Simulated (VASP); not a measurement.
# BW2 (I4/mcm) in VASP: single point with LDA

Aim: the single point of BW2 with LDA.

Program: VASP 6.6.1. These are calculated values, not measurements. Logs are shortened: lines on timing, memory, paths and dates and some standing lists are left out, and cuts for length are marked.

### Step 1. The cell of the first run

Symmetry: I4/mcm, No. 140, tetragonal system. Conventional cell: a = 5.568 Å, b = 5.568 Å, c = 4.744 Å, α = 90.00°, β = 90.00°, γ = 90.00°. Within 3.1 Å of B (site symmetry 422) lie 2 B at 2.37 Å and 8 W at 2.38 Å. Within 3.2 Å of W (site symmetry m2m) lie 4 B at 2.38 Å and 11 W at 2.66 to 3.03 Å.

### Step 2. Single point, LDA

Input file INCAR:

```
PREC = Accurate ; ENCUT = 520
EDIFF = 1E-6 ; ISMEAR = -1
SIGMA = 0.15 ; LREAL = F
LASPH = T ; NELM = 60
ALGO = Normal ; ISIF = 2
LWAVE = F ; LCHARG = T
GGA = CA ; LELF = T
LVHAR = T ; NBANDS = 40
```

Input file KPOINTS:

```
Automatic mesh
0
Gamma
  6 6 6
```

Input file POSCAR:

```
BW2
1.0
   -2.7840000000      2.7840000000      2.3720000000
    2.7840000000     -2.7840000000      2.3720000000
    2.7840000000      2.7840000000     -2.3720000000
B W
2 4
Direct
    0.2500000000      0.2500000000      0.0000000000
    0.7500000000      0.7500000000      0.0000000000
    0.6692000000      0.1692000000      0.8384000000
    0.1692000000      0.3308000000      0.5000000000
    0.3308000000      0.8308000000      0.1616000000
    0.8308000000      0.6692000000      0.5000000000
```

Potentials or basis: VASP PAW LDA potentials, release 64 (B, W_sv).

Command:

```bash
cat potpaw_LDA.64/B/POTCAR potpaw_LDA.64/W_sv/POTCAR > POTCAR
mpirun -np 1 vasp_std > vasp.out
```

OUTCAR:

```text
PREC = Accurate
   ENCUT = 520
   EDIFF = 1E-6
   ISMEAR = -1
   LREAL = F
   LASPH = T
   NELM = 60
   ISIF = 2
   GGA = CA

 ion  position               nearest neighbor table
   1  0.250  0.250  0.000-   3 2.38   4 2.38   5 2.38   6 2.38   6 2.38   5 2.38   4 2.38   3 2.38

   2  0.750  0.750  0.000-   3 2.38   4 2.38   5 2.38   6 2.38   6 2.38   5 2.38   4 2.38   3 2.38

   3  0.669  0.169  0.838-   1 2.38   2 2.38   2 2.38   1 2.38   5 2.66   5 2.69   5 2.69   6 2.93
                             4 2.93   4 2.93   6 2.93   4 3.03   4 3.03   6 3.03   6 3.03
   4  0.169  0.331  0.500-   1 2.38   2 2.38   1 2.38   2 2.38   6 2.66   6 2.69   6 2.69   3 2.93
                             5 2.93   5 2.93   3 2.93   3 3.03   5 3.03   5 3.03   3 3.03
   5  0.331  0.831  0.162-   1 2.38   2 2.38   1 2.38   2 2.38   3 2.66   3 2.69   3 2.69   6 2.93
                             4 2.93   4 2.93   6 2.93   6 3.03   4 3.03   4 3.03   6 3.03
   6  0.831  0.669  0.500-   1 2.38   2 2.38   2 2.38   1 2.38   4 2.66   4 2.69   4 2.69   3 2.93
                             5 2.93   5 2.93   3 2.93   5 3.03   3 3.03   3 3.03   5 3.03

  LATTYP: Found a body centered tetragonal cell.
 ALAT       =     5.5680000000
 C/A-ratio  =     0.8520114943

  Lattice vectors:

 A1 = (  -2.7840000000,   2.7840000000,   2.3720000000)
 A2 = (   2.7840000000,  -2.7840000000,   2.3720000000)
 A3 = (   2.7840000000,   2.7840000000,  -2.3720000000)

Analysis of symmetry for initial positions (statically):
=====================================================================
 Subroutine PRICEL returns:
 Original cell was already a primitive cell.

 Routine SETGRP: Setting up the symmetry group for a
 body centered tetragonal supercell.

 Subroutine GETGRP returns: Found 16 space group operations
 (whereof  8 operations were pure point group operations)
 out of a pool of 16 trial point group operations.

The static configuration has the point symmetry C_4h.
 The point group associated with its full space group is D_4h.

Analysis of symmetry for dynamics (positions and initial velocities):
=====================================================================
 Subroutine PRICEL returns:
 Original cell was already a primitive cell.

 Routine SETGRP: Setting up the symmetry group for a
 body centered tetragonal supercell.

 Subroutine GETGRP returns: Found 16 space group operations
 (whereof  8 operations were pure point group operations)
 out of a pool of 16 trial point group operations.

The dynamic configuration has the point symmetry C_4h.
 The point group associated with its full space group is D_4h.

 Subroutine INISYM returns: Found 16 space group operations
 (whereof  8 operations are pure point group operations),
 and found     1 'primitive' translations

----------------------------------------------------------------------------------------

                                     Primitive cell

  volume of cell :      73.5382

  direct lattice vectors                    reciprocal lattice vectors
    -2.784000000  2.784000000  2.372000000     0.000000000  0.179597701  0.210792580
     2.784000000 -2.784000000  2.372000000     0.179597701  0.000000000  0.210792580
     2.784000000  2.784000000 -2.372000000     0.179597701  0.179597701  0.000000000

  length of vectors
     4.596487354  4.596487354  4.596487354     0.276927511  0.276927511  0.253989505

  position of ions in fractional coordinates (direct lattice)
     0.250000000  0.250000000  0.000000000
     0.750000000  0.750000000  0.000000000
     0.669200000  0.169200000  0.838400000
     0.169200000  0.330800000  0.500000000
     0.330800000  0.830800000  0.161600000
     0.830800000  0.669200000  0.500000000

  ion indices of the primitive-cell ions
   primitive index   ion index
                 1           1
                 2           2
                 3           3
                 4           4
                 5           5
                 6           6

----------------------------------------------------------------------------------------

 KPOINTS: Automatic mesh

Automatic generation of k-mesh.
 Grid dimensions read from file:
 generate k-points for:    6    6    6

 Generating k-lattice:

  Cartesian coordinates                     Fractional coordinates (reciprocal lattice)
     0.000000000  0.029932950  0.035132097     0.166666667  0.000000000  0.000000000
     0.029932950  0.000000000  0.035132097     0.000000000  0.166666667  0.000000000
     0.029932950  0.029932950  0.000000000     0.000000000  0.000000000  0.166666667

  Length of vectors
     0.046154585  0.046154585  0.042331584

  Shift w.r.t. Gamma in fractional coordinates (k-lattice)
     0.000000000  0.000000000  0.000000000

 Subroutine IBZKPT returns following result:
 ===========================================

 Found     30 irreducible k-points:

 Following reciprocal coordinates:
            Coordinates               Weight
  0.000000  0.000000  0.000000      1.000000
  0.166667  0.000000 -0.000000      8.000000
  0.333333  0.000000 -0.000000      8.000000
  0.500000  0.000000 -0.000000      4.000000
  0.166667  0.166667 -0.000000      8.000000
  0.333333  0.166667 -0.000000     16.000000
[... 16 lines left out ...]
 -0.333333 -0.333333  0.166667      8.000000
 -0.166667 -0.333333  0.166667      8.000000
 [... further k-points ...]
   k-points           NKPTS =     30   k-points in BZ     NKDIM =     30   number of bands    NBANDS=     40
   number of dos      NEDOS =    301   number of ions     NIONS =      6
   total plane-waves  NPLWV =  46656
   dimension x,y,z NGX =    36 NGY =   36 NGZ =   36
   dimension x,y,z NGXF=    72 NGYF=   72 NGZF=   72
   ions per type =               2   4
   NGX,Y,Z   is equivalent  to a cutoff of  13.02, 13.02, 13.02 a.u.
   NGXF,Y,Z  is equivalent  to a cutoff of  26.04, 26.04, 26.04 a.u.
 SYSTEM =  unknown system
   PREC   = accura    normal or accurate (medium, high low for compatibility)
   ISTART =      0    job   : 0-new  1-cont  2-samecut
   ICHARG =      2    charge: 1-file 2-atom 10-const
   ISPIN  =      1    spin polarized calculation?
   LNONCOLLINEAR =      F non collinear calculations
   LSORBIT =      F    spin-orbit coupling
   LASPH  =      T    aspherical Exc in radial PAW
   ENCUT  =  520.0 eV  38.22 Ry    6.18 a.u.   8.55  8.55  8.55*2*pi/ulx,y,z
   NELM   =     60;   NELMIN=  2; NELMDL= -5     # of ELM steps
   EDIFF  = 0.1E-05   stopping-criterion for ELM
   LREAL  =      F    real-space projection
   EDIFFG = 0.1E-04   stopping-criterion for IOM
   NSW    =      0    number of steps for IOM
   IBRION =     -1    ionic relax: 0-MD 1-quasi-New 2-CG
   NFREE  =      0    steps in history (QN), initial steepest desc. (CG)
   ISIF   =      2    stress and relaxation
   ISYM   =      2    0-nonsym 1-usesym 2-fastsym
   POTIM  = 0.5000    time-step for ionic-motion
   TEBEG  =    0.0;   TEEND  =   0.0 temperature during run
   PSTRESS=    0.0 pullay stress
   NELECT =      62.0000    total number of electrons
   NUPDOWN=      -1.0000    fix difference up-down
   EMIN   =  10.00;   EMAX   =-10.00  energy-range for DOS
   EFERMI =   0.00;   METHOD = LEGACY
   ISMEAR =    -1;   SIGMA  =   0.15  broadening in eV -4-tet -1-fermi 0-gaus
   EFERMI_NEDOS =   21; number of points for ismear=-14 and -15
   IALGO  =     38    algorithm
   IMIX   =      4    mixing-type and parameters
     AMIX     =   0.40;   BMIX     =  1.00
     AMIX_MAG =   1.60;   BMIX_MAG =  1.00
  volume/ion in A,a.u.               =      12.26        82.71
  Fermi-wavevector in a.u.,A,eV,Ry     =   1.546563  2.922581 32.543202  2.391858
  Thomas-Fermi vector in A             =   2.651781
   LORBIT       =      0    0 simple, 1 ext, 2 COOP (PROOUT), +10 PAW based schemes
   GGA     = CA    functional components
   LHFCALC =     F    Hartree Fock is set to
   AEXX    =    0.0000 exact exchange contribution
   IVDW    =     0    specifies the selected vdW correction
   LEPSILON=     F    determine dielectric tensor
   LRPA    =     F    only Hartree local field effects (RPA)
 non-spin polarized calculation
  energy-cutoff  :      520.00
  volume of cell :       73.54
 maximum number of plane-waves:      1999
 NGX is ok and might be reduce to    36
   NGX = 17   NGY = 17   NGZ = 17

 number of electron      61.9999999 magnetization

 Free energy of the ion-electron system (eV)
  ---------------------------------------------------
  ext. energy  EPLUGINS =         0.00000000
  ---------------------------------------------------
  free energy    TOTEN  =       -73.15768617 eV

  energy without entropy =      -72.91867622  energy(sigma->0) =      -73.03818120

 E-fermi :  11.4069     XC(G=0): -13.8301

 val. band max:       11.4024252473   @ k =   0.0000   0.0000   0.0000
 cond. band min:      11.4419638172   @ k =   0.5000   0.5000   0.5000
 fundamental gap:      0.0395385699
 Fermi energy:        11.4068601691

 k-point     1 :       0.0000    0.0000    0.0000
  band No.  band energies     occupation
      1     -62.3177      2.00000
      2     -62.2301      2.00000
      3     -62.1551      2.00000
      4     -62.1551      2.00000
      5     -27.1561      2.00000
      6     -27.1155      2.00000
[... 32 lines left out ...]
     39      17.0556      0.00000
     40      17.2656      0.00000

 k-point     2 :       0.1667    0.0000   -0.0000
  band No.  band energies     occupation
      1     -62.3062      2.00000
      2     -62.2280      2.00000
      3     -62.1633      2.00000
      4     -62.1609      2.00000
      5     -27.2081      2.00000
      6     -27.1744      2.00000
[... 32 lines left out ...]
     39      16.2980      0.00000
     40      16.8138      0.00000

 k-point     3 :       0.3333    0.0000   -0.0000
  band No.  band energies     occupation
      1     -62.2760      2.00000
      2     -62.2240      2.00000
      3     -62.1835      2.00000
      4     -62.1753      2.00000
      5     -27.2688      2.00000
      6     -27.2494      2.00000
[... 32 lines left out ...]
     39      15.7251      0.00000
     40      16.0033      0.00000

 k-point     4 :       0.5000    0.0000   -0.0000
  band No.  band energies     occupation
      1     -62.2398      2.00000
      2     -62.2398      2.00000
      3     -62.1897      2.00000
      4     -62.1897      2.00000
      5     -27.2848      2.00000
      6     -27.2848      2.00000
[... 32 lines left out ...]
     39      15.6525      0.00000
     40      15.6526      0.00000
[... 772 lines left out ...]
     39      15.1516      0.00000
     40      15.8073      0.00000

 k-point    23 :      -0.3333   -0.3333    0.1667
  band No.  band energies     occupation
      1     -62.2368      2.00000
      2     -62.2233      2.00000
      3     -62.2128      2.00000
      4     -62.1862      2.00000
      5     -27.3389      2.00000
      6     -27.1500      2.00000
[... 32 lines left out ...]
     39      15.3587      0.00000
     40      15.5882      0.00000

 k-point    24 :      -0.1667   -0.3333    0.1667
  band No.  band energies     occupation
      1     -62.2600      2.00000
      2     -62.2146      2.00000
      3     -62.1929      2.00000
      4     -62.1914      2.00000
      5     -27.3578      2.00000
      6     -27.1377      2.00000
[... 32 lines left out ...]
     39      15.1940      0.00000
     40      16.0151      0.00000

 [... further k-points ...]

------------------------ aborting loop because EDIFF is reached ----------------------------------------

  FORCE on cell =-STRESS in cart. coord.  units (eV):
  Direction    XX          YY          ZZ          XY          YZ          ZX
  --------------------------------------------------------------------------------------
  -------------------------------------------------------------------------------------
  Total       -3.7898556     -3.7898556     -2.6147538      0.0000000     -0.0000000      0.0000000
  in kB      -82.5695867    -82.5695867    -56.9676432      0.0000000     -0.0000000      0.0000000
  external PRESSURE =     -74.0356055 kB  Pullay stress =       0.0000000 kB

 VOLUME and BASIS-vectors are now :
 -----------------------------------------------------------------------------
  energy-cutoff  :      520.00
  volume of cell :       73.54
      direct lattice vectors                 reciprocal lattice vectors
    -2.784000000  2.784000000  2.372000000     0.000000000  0.179597701  0.210792580
     2.784000000 -2.784000000  2.372000000     0.179597701  0.000000000  0.210792580
     2.784000000  2.784000000 -2.372000000     0.179597701  0.179597701  0.000000000

 POSITION                                       TOTAL-FORCE (eV/Angst)
 -----------------------------------------------------------------------------------
      0.00000      0.00000      1.18600        -0.000000      0.000000      0.000000
      0.00000      0.00000      3.55800        -0.000000      0.000000      0.000000
      0.94211      3.72611      0.00000         0.136590      0.136590      0.000000
      1.84189      0.94211     -0.00000        -0.136590      0.136590      0.000000
      1.84189     -0.94211      2.37200        -0.136590     -0.136590     -0.000000
      0.94211      1.84189      2.37200         0.136590     -0.136590     -0.000000
 -----------------------------------------------------------------------------------
    total drift:                                0.000000      0.000000      0.000000

  FREE ENERGIE OF THE ION-ELECTRON SYSTEM (eV)
  ---------------------------------------------------
  free  energy   TOTEN  =       -73.1576861710 eV

  energy  without entropy=      -72.9186762193  energy(sigma->0) =      -73.03818120
```

It took 72 s on 1 thread of Intel Xeon 8259CL, shared host; peak memory 0.21 GiB.

Results:

```
Free energy            : -73.1577 eV
Pressure               : -7.4 GPa
Largest force          : 0.193 eV/Å
Band gap on the k mesh : zero (bands 31 and 32 overlap by 1.09 eV)
```

Forces in eV/Å, atoms in the order of the input:
```
B    0.000  0.000  0.000
B    0.000  0.000  0.000
W    0.137  0.137  0.000
W   -0.137  0.137  0.000
W   -0.137 -0.137  0.000
W    0.137 -0.137  0.000
```

Stress tensor (GPa, compression positive):
```
-8.26  0.00  0.00
 0.00 -8.26  0.00
 0.00  0.00 -5.70
```

Caveat: the cell stands under tension; spin-orbit coupling is left out, which moves the levels of the heavy elements.
